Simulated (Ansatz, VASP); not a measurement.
TaN: VASP beside Ansatz

The input INCAR:

```
PREC     = Accurate       # precision mode
ENCUT    = 520            # plane-wave cutoff, eV
EDIFF    = 1E-6           # SCF threshold, eV
ISMEAR   = 0              # smearing method
SIGMA    = 0.15           # smearing width, eV
LREAL    = False          # projectors in reciprocal space
LASPH    = True           # aspherical terms in the spheres
NELM     = 80             # most SCF steps
ALGO     = Normal         # electronic algorithm
ISIF     = 2              # what is computed and relaxed
LWAVE    = False          # write WAVECAR
LCHARG   = False          # write CHGCAR
GGA      = PS             # functional
NBANDS   = 24             # bands
```

File KPOINTS:

```
regular mesh
0
Gamma
  18 18 10
```

POSCAR

```
TaN
1.0
    3.0042510742      0.0000000000      0.0000000000
   -1.5021255371      2.6017577496      0.0000000000
    0.0000000000      0.0000000000      4.7918000000
Ta N
2 2
Direct
    0.3333333333      0.6666666667      0.0000000000
    0.6666666667      0.3333333333      0.5000000000
    0.3333333333      0.6666666667      0.3850000000
    0.6666666667      0.3333333333      0.8850000000
```

Input for Ansatz:

```yaml
crystal:
  lattice:
    - [3.0042510742, 0.0, 0.0]
    - [-1.5021255371, 2.6017577496, 0.0]
    - [0.0, 0.0, 4.7918]
  atoms:
    - { symbol: Ta, position: [0.3333333333, 0.6666666667, 0.0] }
    - { symbol: Ta, position: [0.6666666667, 0.3333333333, 0.5] }
    - { symbol: "N", position: [0.3333333333, 0.6666666667, 0.385] }
    - { symbol: "N", position: [0.6666666667, 0.3333333333, 0.885] }
basis:
  ecutwfc: 420
kpoints:
  mp_grid: { grid: [18, 18, 10] }
hamiltonian:
  xc: pbesol
scf:
  occupations: { method: gaussian, width: 0.15 }
output:
  forces: true
  stress: true
  eigenvalues: true
```

Change from the starting cell: strain -0.015 along x and y, -0.030 along z, atoms carried along.

Alike in both runs: task single point; functional PBEsol; k mesh 18 × 18 × 10; occupations gaussian, width 0.15 eV; no spin polarisation.

|  | VASP | Ansatz |
| --- | --- | --- |
| version | VASP 6.6.1 | Ansatz 0.2.0 |
| potentials or method | VASP PAW PBE potentials, release 64 (Ta_pv, N), cutoff 520 eV | scalar-relativistic, plane waves, PAW |
| valence electrons in the cell | 32 | 36 |

Ansatz gave:

| Quantity | Value |
| --- | --- |
| gap on the k mesh at the Fermi level (eV) | none |
| pressure (GPa) | 172.4 |
| traceless stress, the component that is largest in VASP (GPa) | -15.39 |
| rms of the force components (eV/Å) | 0.911 |

Problem. What did VASP give for the same quantities?

Solution. gap on the k mesh at the Fermi level (eV): none; pressure (GPa): 176.8; traceless stress, the component that is largest in VASP (GPa): -15.56; rms of the force components (eV/Å): 0.923.

VASP's potentials were made for PBE, not for PBEsol. Atom by atom the forces differ by 0.013 eV/Å (rms over components). A gap of «none» marks a metal or a gap that the smearing closes. Both programs put the cell under a high pressure, so it lies far from rest at this level. VASP's potentials hold 32 valence electrons a cell and Ansatz's 36, so a difference there can come from the potentials and not from the codes.

Neither program's run includes spin-orbit coupling. Noted on VASP's run: the cell as given lies far from equilibrium.
